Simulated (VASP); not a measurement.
# CO in VASP: a series of runs

The runs below take CO through single point, with PBE.

Everything below comes from runs of VASP 6.6.1. Logs are shortened: lines on timing, memory, paths and dates and some standing lists are left out, and cuts for length are marked.

## Step 1: The cell of the first run

The cell holds an amorphous packing of atoms, 16 atoms: a = 7.187 Å, b = 7.187 Å, c = 7.187 Å, α = 90.00°, β = 90.00°, γ = 90.00°.

## Step 2: Single point, PBE

The input, INCAR:

```
ALGO = Normal
EDIFF = 1E-6
ENCUT = 520
GGA = PE
ISIF = 2
ISMEAR = -1
LASPH = True
LCHARG = False
LREAL = Auto
LWAVE = False
NBANDS = 54
NELM = 80
PREC = Accurate
SIGMA = 0.02
```

The input, KPOINTS:

```
k-points
0
Gamma
  1 1 1
```

The input, POSCAR:

```
CO
1.0
    7.1868070000      0.0000000000      0.0000000000
    0.0000000000      7.1868070000      0.0000000000
    0.0000000000      0.0000000000      7.1868070000
O C
8 8
Direct
    0.8489495049     -0.0293894222      0.3594466188
    0.3373559512      0.8051607368      0.2485021271
    0.3876306154      0.4175689584      1.0704497337
    0.5712019462      0.4584022828      0.4695694530
    0.9621160164      0.1888913832      0.9591683941
    0.0640680427      0.4247623077      0.4287176838
    0.2616096948      0.0651498048      0.6235415690
    0.7207928924      0.7778934273      0.9835736951
    0.7832817003      0.0319052824      0.4891839427
    0.3009968217      0.9324793452      0.1624413346
    0.4768629271      0.3129595114      0.9920250314
    0.4949905391      0.5088724123      0.5983811186
    0.9172914241      0.3167834072      0.8777589240
   -0.0088616731      0.5062916615      0.3149845587
    0.3563654261     -0.0343679765      0.7017828013
    0.8136839709      0.7733731775      0.8558432141
```

Potentials or basis: VASP PAW PBE potentials, release 64 (O, C).

Started as:

```bash
> cat potpaw_PBE.64/O/POTCAR potpaw_PBE.64/C/POTCAR > POTCAR
> mpirun -np 1 vasp_gam > vasp.out
```

OUTCAR:

```text
EDIFF = 1E-6
   ENCUT = 520
   GGA = PE
   ISIF = 2
   ISMEAR = -1
   LASPH = True
   LREAL = Auto
   NELM = 80
   PREC = Accurate

 ion  position               nearest neighbor table
   1  0.849  0.971  0.359-   9 1.13
   2  0.337  0.805  0.249-  10 1.13
   3  0.388  0.418  0.070-  11 1.14
   4  0.571  0.458  0.470-  12 1.14
   5  0.962  0.189  0.959-  13 1.14
   6  0.064  0.425  0.429-  14 1.13
[... 8 lines left out ...]
  15  0.356  0.966  0.702-   7 1.14
  16  0.814  0.773  0.856-   8 1.14

  LATTYP: Found a simple cubic cell.
 ALAT       =     7.1868070000

  Lattice vectors:

 A1 = (   7.1868070000,   0.0000000000,   0.0000000000)
 A2 = (   0.0000000000,   7.1868070000,   0.0000000000)
 A3 = (   0.0000000000,   0.0000000000,   7.1868070000)

Analysis of symmetry for initial positions (statically):
=====================================================================
 Subroutine PRICEL returns:
 Original cell was already a primitive cell.

 Routine SETGRP: Setting up the symmetry group for a
 simple cubic supercell.

 Subroutine GETGRP returns: Found  1 space group operations
 (whereof  1 operations were pure point group operations)
 out of a pool of 48 trial point group operations.

The static configuration has the point symmetry C_1 .

Analysis of symmetry for dynamics (positions and initial velocities):
=====================================================================
 Subroutine PRICEL returns:
 Original cell was already a primitive cell.

 Routine SETGRP: Setting up the symmetry group for a
 simple cubic supercell.

 Subroutine GETGRP returns: Found  1 space group operations
 (whereof  1 operations were pure point group operations)
 out of a pool of 48 trial point group operations.

The dynamic configuration has the point symmetry C_1 .

 Subroutine INISYM returns: Found  1 space group operations
 (whereof  1 operations are pure point group operations),
 and found     1 'primitive' translations

----------------------------------------------------------------------------------------

                                     Primitive cell

  volume of cell :     371.2000

[... 91 lines left out ...]
   NELM   =     80;   NELMIN=  2; NELMDL= -5     # of ELM steps
   EDIFF  = 0.1E-05   stopping-criterion for ELM
   LREAL  =      T    real-space projection
   EDIFFG = 0.1E-04   stopping-criterion for IOM
   NSW    =      0    number of steps for IOM
   IBRION =     -1    ionic relax: 0-MD 1-quasi-New 2-CG
   NFREE  =      0    steps in history (QN), initial steepest desc. (CG)
   ISIF   =      2    stress and relaxation
   ISYM   =      2    0-nonsym 1-usesym 2-fastsym
   POTIM  = 0.5000    time-step for ionic-motion
   TEBEG  =    0.0;   TEEND  =   0.0 temperature during run
   PSTRESS=    0.0 pullay stress
   NELECT =      80.0000    total number of electrons
   NUPDOWN=      -1.0000    fix difference up-down
   EMIN   =  10.00;   EMAX   =-10.00  energy-range for DOS
   EFERMI =   0.00;   METHOD = LEGACY
   ISMEAR =    -1;   SIGMA  =   0.02  broadening in eV -4-tet -1-fermi 0-gaus
   EFERMI_NEDOS =   21; number of points for ismear=-14 and -15
   IALGO  =     38    algorithm
   IMIX   =      4    mixing-type and parameters
     AMIX     =   0.40;   BMIX     =  1.00
     AMIX_MAG =   1.60;   BMIX_MAG =  1.00
  volume/ion in A,a.u.               =      23.20       156.56
  Fermi-wavevector in a.u.,A,eV,Ry     =   0.981527  1.854817 13.107784  0.963395
  Thomas-Fermi vector in A             =   2.112540
   LORBIT       =      0    0 simple, 1 ext, 2 COOP (PROOUT), +10 PAW based schemes
   GGA     = PE    functional components
   LHFCALC =     F    Hartree Fock is set to
   AEXX    =    0.0000 exact exchange contribution
   IVDW    =     0    specifies the selected vdW correction
   LEPSILON=     F    determine dielectric tensor
   LRPA    =     F    only Hartree local field effects (RPA)
 non-spin polarized calculation
  energy-cutoff  :      520.00
  volume of cell :      371.20
 maximum number of plane-waves:      4970
 NGX is ok and might be reduce to    54
   NGX = 27   NGY = 27   NGZ = 27

 number of electron      79.9999991 magnetization

 Free energy of the ion-electron system (eV)
  ---------------------------------------------------
  ext. energy  EPLUGINS =         0.00000000
  ---------------------------------------------------
  free energy    TOTEN  =      -118.33116514 eV

  energy without entropy =     -118.33116514  energy(sigma->0) =     -118.33116514

 E-fermi :  -4.5763     XC(G=0):  -6.3456

 val. band max:       -5.1138950766   @ k =   0.0000   0.0000   0.0000
 cond. band min:       0.7183944484   @ k =   0.0000   0.0000   0.0000
 fundamental gap:      5.8322895249
 Fermi energy:        -4.5762729037

 k-point     1 :       0.0000    0.0000    0.0000
  band No.  band energies     occupation
      1     -26.0291      2.00000
      2     -26.0074      2.00000
      3     -25.9754      2.00000
      4     -25.9505      2.00000
      5     -25.9434      2.00000
      6     -25.8933      2.00000
[... 44 lines left out ...]
     51       1.6509      0.00000
     52       1.7691      0.00000
 [bands above 52 left out]

------------------------ aborting loop because EDIFF is reached ----------------------------------------

  FORCE on cell =-STRESS in cart. coord.  units (eV):
  Direction    XX          YY          ZZ          XY          YZ          ZX
  --------------------------------------------------------------------------------------
  -------------------------------------------------------------------------------------
  Total        2.6668992      3.8411030      4.7731406     -1.8019914     -0.6683538     -0.5456657
  in kB       11.5108989     16.5790098     20.6018806     -7.7777746     -2.8847560     -2.3552080
  external PRESSURE =      16.2305964 kB  Pullay stress =       0.0000000 kB

 VOLUME and BASIS-vectors are now :
 -----------------------------------------------------------------------------
  energy-cutoff  :      520.00
  volume of cell :      371.20
      direct lattice vectors                 reciprocal lattice vectors
     7.186807000  0.000000000  0.000000000     0.139143851  0.000000000  0.000000000
     0.000000000  7.186807000  0.000000000     0.000000000  0.139143851  0.000000000
     0.000000000  0.000000000  7.186807000     0.000000000  0.000000000  0.139143851

 POSITION                                       TOTAL-FORCE (eV/Angst)
 -----------------------------------------------------------------------------------
      6.10124      6.97559      2.58327         0.462504     -0.416651     -0.850767
      2.42451      5.78653      1.78594         0.215507     -0.744365      0.506698
      2.78583      3.00099      0.50631        -0.371730      0.395024      0.321688
      4.10512      3.29445      3.37471         0.453535     -0.301900     -0.754313
      6.91454      1.35753      6.89336         0.254722     -0.662954      0.428712
      0.46044      3.05268      3.08111         0.488062     -0.533507      0.753877
[... 8 lines left out ...]
      2.56113      6.93981      5.04358         0.543884     -0.588094      0.460295
      5.84779      5.55808      6.15078         0.512776     -0.033018     -0.685054
 -----------------------------------------------------------------------------------
    total drift:                               -0.001193     -0.000904     -0.003020

  FREE ENERGIE OF THE ION-ELECTRON SYSTEM (eV)
  ---------------------------------------------------
  free  energy   TOTEN  =      -118.3311651448 eV

  energy  without entropy=     -118.3311651448  energy(sigma->0) =     -118.33116514
```

OSZICAR:

```text
N       E                     dE             d eps       ncg     rms          rms(c)
DAV:   1     0.673537333588E+03    0.67354E+03   -0.42297E+04   116   0.132E+03
DAV:   2    -0.513597859426E+02   -0.72490E+03   -0.69329E+03   144   0.306E+02
DAV:   3    -0.123061469503E+03   -0.71702E+02   -0.71022E+02   128   0.104E+02
DAV:   4    -0.124719558171E+03   -0.16581E+01   -0.16539E+01   116   0.172E+01
DAV:   5    -0.124772210893E+03   -0.52653E-01   -0.52601E-01   160   0.270E+00    0.199E+01
DAV:   6    -0.119513639665E+03    0.52586E+01   -0.15800E+01   120   0.188E+01    0.105E+01
DAV:   7    -0.118563807343E+03    0.94983E+00   -0.13073E+00   144   0.616E+00    0.551E+00
DAV:   8    -0.118348138242E+03    0.21567E+00   -0.13132E+00   136   0.443E+00    0.135E+00
DAV:   9    -0.118332209343E+03    0.15929E-01   -0.11662E-01   144   0.152E+00    0.496E-01
DAV:  10    -0.118330897215E+03    0.13121E-02   -0.90631E-03   136   0.474E-01    0.132E-01
DAV:  11    -0.118331126642E+03   -0.22943E-03   -0.17824E-03   136   0.193E-01    0.682E-02
DAV:  12    -0.118331177322E+03   -0.50680E-04   -0.35557E-04   136   0.885E-02    0.169E-02
DAV:  13    -0.118331170779E+03    0.65433E-05   -0.44429E-05   144   0.391E-02    0.915E-03
DAV:  14    -0.118331167006E+03    0.37725E-05   -0.95515E-06   136   0.198E-02    0.590E-03
DAV:  15    -0.118331165401E+03    0.16051E-05   -0.37683E-06   128   0.128E-02    0.229E-03
DAV:  16    -0.118331165145E+03    0.25659E-06   -0.50456E-07    96   0.401E-03
   1 F= -.11833117E+03 E0= -.11833117E+03  d E =-.236438E-11
```

stdout:

```text
POSCAR found type information on POSCAR O C
 POSCAR found :  2 types and      16 ions
 scaLAPACK will be used
 LDA part: xc-table for (Slater+PW92), standard interpolation
 POSCAR, INCAR and KPOINTS ok, starting setup
 FFT: planning ... GRIDC
 FFT: planning ... GRID_SOFT
 FFT: planning ... GRID
 WAVECAR not read
 entering main loop
```

It took 30 s on 1 thread of Intel Xeon Platinum 8559C (Emerald Rapids), shared host; peak memory 0.34 GiB.

Results:

| Item | Value |
| --- | --- |
| Free energy | -118.3312 eV |
| Pressure | 1.6 GPa |
| Largest force | 1.060 eV/Å |
| Band gap on the k mesh | 5.83 eV |

Forces in eV/Å, atoms in the order of the input:
```
O    0.463 -0.417 -0.851
O    0.216 -0.744  0.507
O   -0.372  0.395  0.322
O    0.454 -0.302 -0.754
O    0.255 -0.663  0.429
O    0.488 -0.534  0.754
O   -0.553  0.571 -0.454
O   -0.491  0.030  0.683
C   -0.458  0.418  0.860
C   -0.216  0.738 -0.510
C    0.352 -0.381 -0.314
C   -0.453  0.287  0.750
C   -0.262  0.674 -0.462
C   -0.477  0.548 -0.733
C    0.544 -0.588  0.460
C    0.513 -0.033 -0.685
```

Caveat: the k points lie up to 0.87 Å⁻¹ apart.

## Step 3: Single point, PBE

The input, INCAR:

```
PREC = Accurate
ENCUT = 520
EDIFF = 1E-6
ISMEAR = -1
SIGMA = 0.02
LREAL = Auto
LASPH = T
NELM = 80
ALGO = Normal
ISIF = 2
LWAVE = F
LCHARG = T
GGA = PE
LELF = T
LVHAR = T
NBANDS = 54
```

The input, KPOINTS:

```
regular mesh
0
Gamma
  1 1 1
```

The input, POSCAR:

```
CO
1.0
    7.1868070000      0.0000000000      0.0000000000
    0.0000000000      7.1868070000      0.0000000000
    0.0000000000      0.0000000000      7.1868070000
O C
8 8
Direct
    0.7955967094     -0.0804529745      0.3822003290
    0.2602407439      0.8149098758      0.2212526369
    0.3476926541      0.3451463216      1.1982929276
    0.6018945548      0.4176263534      0.4651439784
    0.9881578843      0.1696998403      1.0128002603
   -0.0136360974      0.4444950310      0.3380638996
    0.2394109095      0.0824705603      0.5985551024
    0.6544631016      0.8184997872      0.9721006839
    0.7860236124      0.0505231322      0.4644204304
    0.3409163485      0.9498376678      0.1875102532
    0.4695965816      0.4150800209      1.1094913221
    0.5071654213      0.5326844035      0.5160845421
    0.9836913667      0.2664326453      0.8799039685
   -0.0497995842      0.5750537060      0.2601433432
    0.3662961869      0.1513328520      0.6605715167
    0.7214747801      0.8262500997      0.8337638676
```

Potentials or basis: VASP PAW PBE potentials, release 64 (O, C).

Started as:

```bash
> cat potpaw_PBE.64/O/POTCAR potpaw_PBE.64/C/POTCAR > POTCAR
> mpirun -np 1 vasp_gam > vasp.out
```

Wall time 41 s (1 thread of Intel Xeon Platinum 8559C (Emerald Rapids), shared host); peak memory 0.34 GiB.

It converged, with:

* Free energy: -117.2818 eV
* Pressure: 1.9 GPa
* Largest force: 5.117 eV/Å
* Band gap on the k mesh: 5.41 eV

Forces on the atoms (eV/Å):
```
O    0.153 -3.033 -2.032
O    0.791  1.159 -0.295
O    3.542  2.169 -2.989
O    0.888 -0.573 -0.129
O   -0.170  2.139 -3.135
O    0.619 -1.909  1.344
O   -1.294 -0.811 -0.754
O   -2.013 -0.243  4.195
C   -0.159  3.069  2.073
C   -0.745 -1.290  0.289
C   -3.685 -2.128  2.324
C   -0.653  1.050  0.697
C    0.021 -2.101  3.095
C   -0.605  1.758 -1.356
C    1.237  0.587  0.869
C    2.071  0.156 -4.197
```

Stress tensor (GPa, compression positive):
```
 1.01 -1.18  0.27
-1.18  2.54  2.35
 0.27  2.35  2.17
```

Levels at points of the mesh, in eV from the valence-band top:
```
           k point  band 36  band 37  band 38  band 39  band 40  band 41  band 42  band 43  band 44  band 45
(0.00, 0.00, 0.00)    -0.65    -0.51    -0.43    -0.30     0.00     5.41     5.53     5.73     5.76     5.83
```

Caveat: the k points lie up to 0.87 Å⁻¹ apart.

(Part 1 of 2 ends here.)
